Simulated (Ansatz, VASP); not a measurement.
Two plane-wave programs on PbO

The input INCAR:

```
PREC     = Accurate       # precision mode
ENCUT    = 600            # plane-wave cutoff, eV
EDIFF    = 1E-7           # SCF threshold, eV
ISMEAR   = 0              # smearing method
SIGMA    = 0.02           # smearing width, eV
LREAL    = False          # projectors in reciprocal space
LASPH    = True           # aspherical terms in the spheres
NELM     = 120            # most SCF steps
ALGO     = Normal         # electronic algorithm
ISIF     = 3              # what is computed and relaxed
LWAVE    = False          # write WAVECAR
LCHARG   = False          # write CHGCAR
GGA      = PE             # functional
IBRION   = 2              # ionic algorithm
NSW      = 100            # ionic steps
EDIFFG   = -0.005         # ionic threshold
GGA_COMPAT= False        
NELMIN   = 4            
KPAR     = 4
```

KPOINTS

```
regular mesh
0
Gamma
  4 6 6
```

File POSCAR:

```
PbO
1.0
    6.3842789234      0.0000000000      0.0000000000
    0.0000000000      5.8139546879      0.0000000000
    0.0000000000      0.0000000000      4.8040669574
Pb O
4 4
Direct
    0.2120055496      0.9786400054      0.2500000000
    0.7879944504      0.0213599946      0.7500000000
    0.2120055496      0.5213599946      0.7500000000
    0.7879944504      0.4786400054      0.2500000000
    0.8751206044      0.0970513442      0.2500000000
    0.1248793956      0.9029486558      0.7500000000
    0.8751206044      0.4029486558      0.7500000000
    0.1248793956      0.5970513442      0.2500000000
```

Input for Ansatz:

```yaml
crystal:
  lattice:
    - [6.3842789234, 0.0, 0.0]
    - [0.0, 5.8139546879, 0.0]
    - [0.0, 0.0, 4.8040669574]
  atoms:
    - { symbol: Pb, position: [0.2120055496, 0.9786400054, 0.25] }
    - { symbol: Pb, position: [0.7879944504, 0.0213599946, 0.75] }
    - { symbol: Pb, position: [0.2120055496, 0.5213599946, 0.75] }
    - { symbol: Pb, position: [0.7879944504, 0.4786400054, 0.25] }
    - { symbol: O, position: [0.8751206044, 0.0970513442, 0.25] }
    - { symbol: O, position: [0.1248793956, 0.9029486558, 0.75] }
    - { symbol: O, position: [0.8751206044, 0.4029486558, 0.75] }
    - { symbol: O, position: [0.1248793956, 0.5970513442, 0.25] }
basis:
  ecutwfc: 420
kpoints:
  mp_grid: { grid: [4, 6, 6] }
hamiltonian:
  xc: pbe
scf:
  occupations: { method: gaussian, width: 0.02 }
output:
  forces: true
  stress: true
  eigenvalues: true
  write_density: true
  write_potential: true
  elf: true
  volumetric_format: npy
relax:
  adjacent_minimum: "off"
  f_tol: 0.005
  max_steps: 80
  cell: { stress_tol: 0.05 }
```

Alike in both runs: task relaxation of cell and atoms; functional PBE; k mesh 4 × 6 × 6; occupations gaussian, width 0.02 eV; no spin polarisation.

|  | VASP | Ansatz |
| --- | --- | --- |
| version | VASP 6.6.1 | Ansatz 0.2.0 |
| potentials or method | VASP PAW PBE potentials, release 64 (Pb_d, O), cutoff 600 eV | scalar-relativistic, plane waves, PAW |
| valence electrons in the cell | 80 | 80 |

|  | VASP | Ansatz | Ansatz less VASP |
| --- | --- | --- | --- |
| gap on the k mesh at the Fermi level, each at its own relaxed structure (eV) | 2.27 | 2.30 | +0.032 |
| relaxed volume (Å³/atom) | 21.95 | 22.29 | +0.342 |
| relaxed length of the cell vector where the two differ most in proportion (Å) | 6.319 | 6.384 | +0.0649 |

Spin-orbit coupling is off throughout.
